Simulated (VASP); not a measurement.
Set up this calculation in VASP 6.6.1, as the native input.

```yaml
Task: single point
Functional: PBE
Potentials_or_basis: VASP PAW PBE potentials, release 64 (Al, O)
Cutoff: 520 eV
k_mesh: 6 × 6 × 6
Occupations: gaussian, width 0.05 eV
Spin: no spin polarisation
Dipole_correction: no
Further_INCAR_settings: ALGO = Normal; EDIFF = 1e-06; NBANDS = 35
```

The structure of Al2O3 lies in POSCAR:

```
Al2O3
1.0
    2.5215409537      1.4558123484      3.9757976730
   -2.5215409537      1.4558123484      3.9757976730
    0.0000000000     -2.9116246967      3.9757976730
Al O
4 6
Direct
    0.8483187546      0.8483187546      0.8483187546
    0.6516812454      0.6516812454      0.6516812454
    0.1516812454      0.1516812454      0.1516812454
    0.3483187546      0.3483187546      0.3483187546
    0.0561574040      0.4438425960      0.7500000000
    0.7500000000      0.0561574040      0.4438425960
    0.4438425960      0.7500000000      0.0561574040
    0.9438425960      0.5561574040      0.2500000000
    0.2500000000      0.9438425960      0.5561574040
    0.5561574040      0.2500000000      0.9438425960
```

This cell differs from its parent crystal: atoms shifted along a free coordinate, c/a of the conventional cell at fixed volume 2.3651.

These files were run (other wordings do the same):

INCAR

```
PREC = Accurate
ENCUT = 520
EDIFF = 1E-6
ISMEAR = 0
SIGMA = 0.05
LREAL = False
LASPH = True
NELM = 60
ALGO = Normal
ISIF = 2
LWAVE = False
LCHARG = False
GGA = PE
NBANDS = 35
```

KPOINTS

```
regular mesh
0
Gamma
  6 6 6
```

Potentials or basis: VASP PAW PBE potentials, release 64 (Al, O).

Run with:

```sh
$ cat potpaw_PBE.64/Al/POTCAR potpaw_PBE.64/O/POTCAR > POTCAR
$ mpirun -np 1 vasp_std > vasp.out
```

It gave:

```
Pressure               : 1.2 GPa
Largest force          : 2.538 eV/Å
Band gap on the k mesh : 4.60 eV
```

Caveat: forces of over 1 eV/Å act on the atoms, so gaps and moduli don't describe the material at rest.

It took 2.9 min on 1 thread of Intel Xeon 8259CL (shared host), peak memory 0.26 GiB.
